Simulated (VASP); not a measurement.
# AgCl (Pm-3m) in VASP: settings compared, part 3 of 3

VASP 6.6.1. Earlier steps stand in the parts before.

## 5. Single point, r2SCAN

This run uses another cell than the first one, of 18.85 Å³/atom, 0.831 times its volume.

File POSCAR:

```
AgCl
1.0
    3.3531020395      0.0000000000      0.0000000000
    0.0000000000      3.3531020395      0.0000000000
    0.0000000000      0.0000000000      3.3531020395
Ag Cl
1 1
Direct
    0.0000000000      0.0000000000      0.0000000000
    0.5000000000      0.5000000000      0.5000000000
```

File INCAR.step1:

```
SYSTEM = AgCl
ALGO = Normal
EDIFF = 1E-5
ENCUT = 550
GGA = PE
GGA_COMPAT = .FALSE.
ISMEAR = 0
LASPH = .TRUE.
LCHARG = .FALSE.
LREAL = .FALSE.
LWAVE = .TRUE.
NBANDS = 16
NELM = 120
PREC = Accurate
SIGMA = 0.1
```

File INCAR.step2:

```
SYSTEM = AgCl
ALGO = Normal
EDIFF = 1E-6
ENCUT = 550
GGA_COMPAT = .FALSE.
ISIF = 2
ISMEAR = 0
ISTART = 1
LASPH = .TRUE.
LCHARG = .TRUE.
LELF = .TRUE.
LMIXTAU = .TRUE.
LREAL = .FALSE.
LVHAR = .TRUE.
LWAVE = .FALSE.
METAGGA = R2SCAN
NBANDS = 16
NELM = 120
PREC = Accurate
SIGMA = 0.1
```

File KPOINTS:

```
k-points
0
G
  4 4 4
  0 0 0
```

Potentials or basis: VASP PAW PBE potentials, release 64 (Ag, Cl).

Launch:

```sh
$ cat potpaw_PBE.64/Ag/POTCAR potpaw_PBE.64/Cl/POTCAR > POTCAR
$ cp INCAR.step1 INCAR
$ mpirun -np 1 vasp_std > vasp.out
$ cp INCAR.step2 INCAR
$ mpirun -np 1 vasp_std > vasp.out
```

OUTCAR:

```text
SYSTEM = AgCl
   EDIFF = 1E-6
   ENCUT = 550
   ISIF = 2
   ISMEAR = 0
   ISTART = 1
   LASPH = .TRUE.
   LREAL = .FALSE.
   METAGGA = R2SCAN
   NELM = 120
   PREC = Accurate

 ion  position               nearest neighbor table
   1  0.000  0.000  0.000-   2 2.90   2 2.90   2 2.90   2 2.90   2 2.90   2 2.90   2 2.90   2 2.90

   2  0.500  0.500  0.500-   1 2.90   1 2.90   1 2.90   1 2.90   1 2.90   1 2.90   1 2.90   1 2.90

  LATTYP: Found a simple cubic cell.
 ALAT       =     3.3531020395

  Lattice vectors:

 A1 = (   3.3531020395,   0.0000000000,   0.0000000000)
 A2 = (   0.0000000000,   3.3531020395,   0.0000000000)
 A3 = (   0.0000000000,   0.0000000000,   3.3531020395)

Analysis of symmetry for initial positions (statically):
=====================================================================
 Subroutine PRICEL returns:
 Original cell was already a primitive cell.

 Routine SETGRP: Setting up the symmetry group for a
 simple cubic supercell.

 Subroutine GETGRP returns: Found 48 space group operations
 (whereof 48 operations were pure point group operations)
 out of a pool of 48 trial point group operations.

The static configuration has the point symmetry O_h .

Analysis of symmetry for dynamics (positions and initial velocities):
=====================================================================
 Subroutine PRICEL returns:
 Original cell was already a primitive cell.

 Routine SETGRP: Setting up the symmetry group for a
 simple cubic supercell.

 Subroutine GETGRP returns: Found 48 space group operations
 (whereof 48 operations were pure point group operations)
 out of a pool of 48 trial point group operations.

The dynamic configuration has the point symmetry O_h .

 Subroutine INISYM returns: Found 48 space group operations
 (whereof 48 operations are pure point group operations),
 and found     1 'primitive' translations

----------------------------------------------------------------------------------------

[... 98 lines left out ...]
  volume/ion in A,a.u.               =      18.85       127.21
  Fermi-wavevector in a.u.,A,eV,Ry     =   1.279535  2.417971 22.275598  1.637210
  Thomas-Fermi vector in A             =   2.412015
   LORBIT       =      0    0 simple, 1 ext, 2 COOP (PROOUT), +10 PAW based schemes
   METAGGA = R2SCAN    functional components
   LHFCALC =     F    Hartree Fock is set to
   AEXX    =    0.0000 exact exchange contribution
   IVDW    =     0    specifies the selected vdW correction
   LEPSILON=     F    determine dielectric tensor
   LRPA    =     F    only Hartree local field effects (RPA)
 non-spin polarized calculation
 Gauss-broadening in eV      SIGMA  =   0.10
  energy-cutoff  :      550.00
  volume of cell :       37.70
 maximum number of plane-waves:      1141
 NGX is ok and might be reduce to    28
   NGX = 13   NGY = 13   NGZ = 13

 number of electron      17.9999995 magnetization

 Free energy of the ion-electron system (eV)
  ---------------------------------------------------
  ext. energy  EPLUGINS =         0.00000000
  ---------------------------------------------------
  free energy    TOTEN  =       -28.36604637 eV

  energy without entropy =      -28.36604637  energy(sigma->0) =      -28.36604637

 E-fermi :   4.9775     XC(G=0): -11.2778

 val. band max:        4.5232225281   @ k =   0.5000   0.0000   0.0000
 cond. band min:       5.7308437892   @ k =   0.0000   0.0000   0.0000
 fundamental gap:      1.2076212612
 Fermi energy:         4.9774532620

 k-point     1 :       0.0000    0.0000    0.0000
  band No.  band energies     occupation
      1     -11.1212      2.00000
      2       1.5015      2.00000
      3       1.5015      2.00000
      4       2.5736      2.00000
      5       2.5736      2.00000
      6       2.5736      2.00000
[... 167 lines left out ...]
      3      -0.3872      2.00000
      4      -0.3872      2.00000
      5       2.9366      2.00000
      6       2.9366      2.00000
[... 8 lines left out ...]
     15      23.8838      0.00000
     16      23.8838      0.00000

------------------------ aborting loop because EDIFF is reached ----------------------------------------

  FORCE on cell =-STRESS in cart. coord.  units (eV):
  Direction    XX          YY          ZZ          XY          YZ          ZX
  --------------------------------------------------------------------------------------
  -------------------------------------------------------------------------------------
  Total        0.5873294      0.5873294      0.5873294      0.0000000      0.0000000      0.0000000
  in kB       24.9604277     24.9604277     24.9604277      0.0000000      0.0000000      0.0000000
  external PRESSURE =      24.9604277 kB  Pullay stress =       0.0000000 kB

 VOLUME and BASIS-vectors are now :
 -----------------------------------------------------------------------------
  energy-cutoff  :      550.00
  volume of cell :       37.70
      direct lattice vectors                 reciprocal lattice vectors
     3.353102039  0.000000000  0.000000000     0.298231306  0.000000000  0.000000000
     0.000000000  3.353102039  0.000000000     0.000000000  0.298231306  0.000000000
     0.000000000  0.000000000  3.353102039     0.000000000  0.000000000  0.298231306

 POSITION                                       TOTAL-FORCE (eV/Angst)
 -----------------------------------------------------------------------------------
      0.00000      0.00000      0.00000         0.000000      0.000000      0.000000
      1.67655      1.67655      1.67655         0.000000      0.000000      0.000000
 -----------------------------------------------------------------------------------
    total drift:                               -0.000000      0.000000      0.000000

  FREE ENERGIE OF THE ION-ELECTRON SYSTEM (eV)
  ---------------------------------------------------
  free  energy   TOTEN  =       -28.3660463737 eV

  energy  without entropy=      -28.3660463737  energy(sigma->0) =      -28.36604637
```

OUTCAR.step1:

```text
SYSTEM = AgCl
   EDIFF = 1E-5
   ENCUT = 550
   GGA = PE
   ISMEAR = 0
   LASPH = .TRUE.
   LREAL = .FALSE.
[... 395 lines left out ...]
      0.00000      0.00000      0.00000         0.000000      0.000000      0.000000
      1.67655      1.67655      1.67655         0.000000      0.000000      0.000000
 -----------------------------------------------------------------------------------
    total drift:                                0.000000      0.000000      0.000000

  FREE ENERGIE OF THE ION-ELECTRON SYSTEM (eV)
  ---------------------------------------------------
  free  energy   TOTEN  =        -5.0615121765 eV

  energy  without entropy=       -5.0615115215  energy(sigma->0) =       -5.06151185
```

Run time: 46 s. Hardware: 1 thread of AMD EPYC 9R45 (Zen 5), shared host; peak memory 0.13 GiB.

What came out:

- Free energy: -28.3660 eV
- Pressure: 2.5 GPa
- Band gap on the k mesh: 1.21 eV, indirect (least direct gap 3.01 eV)

Caveat: the k points lie up to 0.47 Å⁻¹ apart; the PAW data sets were made with another functional, which shifts forces and pressure a little. r2SCAN opens gaps a little over a GGA but as a rule still falls short of measured ones.

## 6. Single point, PBE, collinear spin, ferromagnetic start

This run uses another cell than the first one, of 20.25 Å³/atom, 0.893 times its volume.

File INCAR:

```
SYSTEM = AgCl
PREC = Accurate
ENCUT = 500
EDIFF = 1E-6
ISMEAR = 0
SIGMA = 0.1
LREAL = .False.
LASPH = .True.
NELM = 200
ALGO = Normal
ISIF = 2
LWAVE = .False.
LCHARG = .True.
ISPIN = 2
MAGMOM = 2 0
LORBIT = 11
LMAXMIX = 4
GGA = PE
LELF = .True.
LVHAR = .True.
NBANDS = 20
ISYM = 0
GGA_COMPAT = .False.
```

File KPOINTS:

```
Automatic mesh
0
Gamma
  1 3 4
  0 0 0
```

File POSCAR:

```
AgCl
1.0
    3.4339730000      0.0000000000      0.0000000000
    0.0000000000      3.4339730000      0.0000000000
    0.0000000000      0.0000000000      3.4339730000
Ag Cl
1 1
Direct
    0.0000000000      0.0000000000      0.0000000000
    0.5000000000      0.5000000000      0.5000000000
```

Potentials or basis: VASP PAW PBE potentials, release 64 (Ag, Cl).

Launch:

```sh
$ cat potpaw_PBE.64/Ag/POTCAR potpaw_PBE.64/Cl/POTCAR > POTCAR
$ mpirun -np 1 vasp_std > vasp.out
```

It took 18 s on 1 thread of AMD EPYC 9R45 (Zen 5), shared host; peak memory 0.14 GiB.

It converged, with:

```yaml
Free_energy: -4.5179 eV
Pressure: 2.4 GPa
Band_gap_on_the_k_mesh: 0.41 eV, indirect (least direct gap 1.85 eV)
Net_moment: 0.00 μB per cell
Valence_electrons_inside_the_program's_atomic_spheres: Ag 9.65; Cl 5.13
```

Stress tensor (GPa, compression positive):
```
 6.66  0.00  0.00
 0.00  0.52  0.00
 0.00  0.00 -0.12
```

Levels at points of the mesh, in eV from the valence-band top:
Spin up:
```csv
k point,band 6,band 7,band 8,band 9,band 10,band 11,band 12,band 13
"(0.00, 0.00, 0.00)",-2.02,-1.63,-1.61,-1.44,0.41,9.23,9.49,13.48
"(0.00, 0.00, 0.50)",-1.97,-1.67,-0.16,0.00,4.78,5.33,9.47,9.84
```
Spin down:
| k point | band 7 | band 8 | band 9 | band 10 | band 11 | band 12 |
| --- | --- | --- | --- | --- | --- | --- |
| (0.00, 0.00, 0.00) | -1.63 | -1.61 | -1.44 | 0.41 | 9.23 | 9.49 |
| (0.00, 0.00, 0.50) | -1.67 | -0.16 | 0.00 | 4.78 | 5.33 | 9.47 |

Caveat: the k points lie up to 1.83 Å⁻¹ apart.

## 7. Summary

| task | level | spin | cell | k mesh | cutoff (eV) | gap on the mesh (eV) | pressure (GPa) | moment (μB) |
| --- | --- | --- | --- | --- | --- | --- | --- | --- |
| single point | PBE | off | a = 3.566 Å, 2 atoms | 4 × 4 × 4 | 500 | 0.56 | -3.9 | - |
| molecular dynamics | PBE | off | a = 3.434 Å, 2 atoms | 3 × 3 × 3 | 350 | - | - | - |
| single point | PBE | collinear, zero start | a = 3.434 Å, 2 atoms | 4 × 4 × 4 | 500 | 0.56 | 0.0 | 0.00 |
| single point | r2SCAN | off | a = 3.353 Å, 2 atoms | 4 × 4 × 4 | 550 | 1.21 | 2.5 | - |
| single point | PBE | collinear, ferromagnetic start | a = 3.434 Å, 2 atoms | 1 × 3 × 4 | 500 | 0.41 | 2.4 | 0.00 |

Alike in all rows: potentials or basis VASP PAW PBE potentials, release 64 (Ag, Cl); smearing gaussian 0.1 eV.

Caveats: all runs use coarse meshes; the PAW data sets were made with another functional, which shifts forces and pressure a little (some runs).

Total energies depend on the potentials used, so only differences within one code and one set of settings carry meaning.
